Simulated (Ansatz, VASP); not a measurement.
**Two plane-wave programs on NaCl**

```
Na Cl
1.0
     0.00000    2.65477    2.83175
     3.00873    0.00000    2.83175
     3.00873    2.65477    0.00000
Na Cl
1 1
Direct
  0.00000 0.00000 0.00000
  0.50000 0.50000 0.50000
```

Change from the starting cell: strain +0.0625 x Voigt [1, -1, 0, 0, 0, 0], atoms carried along.

Alike in both runs: task single point; functional PBEsol; k mesh 8 × 8 × 8; occupations gaussian, width 0.05 eV; no spin polarisation.

|  | VASP | Ansatz |
| --- | --- | --- |
| version | VASP 6.6.1 | Ansatz 0.2.0 |
| potentials or method | VASP PAW PBE potentials, release 64 (Na_pv, Cl), cutoff 520 eV | scalar-relativistic, plane waves, PAW |
| valence electrons in the cell | 14 | 16 |

Ansatz gave:

| Quantity | Value |
| --- | --- |
| gap on the k mesh at the Fermi level (eV) | 4.89 |
| least direct gap on the mesh (eV) | 4.89 |
| pressure (GPa) | 0.0 |
| traceless stress, the component that is largest in VASP (GPa) | 2.80 |

Q: Which values does VASP return?

A: gap on the k mesh at the Fermi level (eV): 4.88; least direct gap on the mesh (eV): 4.88; pressure (GPa): 0.1; traceless stress, the component that is largest in VASP (GPa): 2.85.

VASP's potentials were made for PBE, not for PBEsol. VASP's potentials hold 14 valence electrons a cell and Ansatz's 16, so a difference there can come from the potentials and not from the codes.
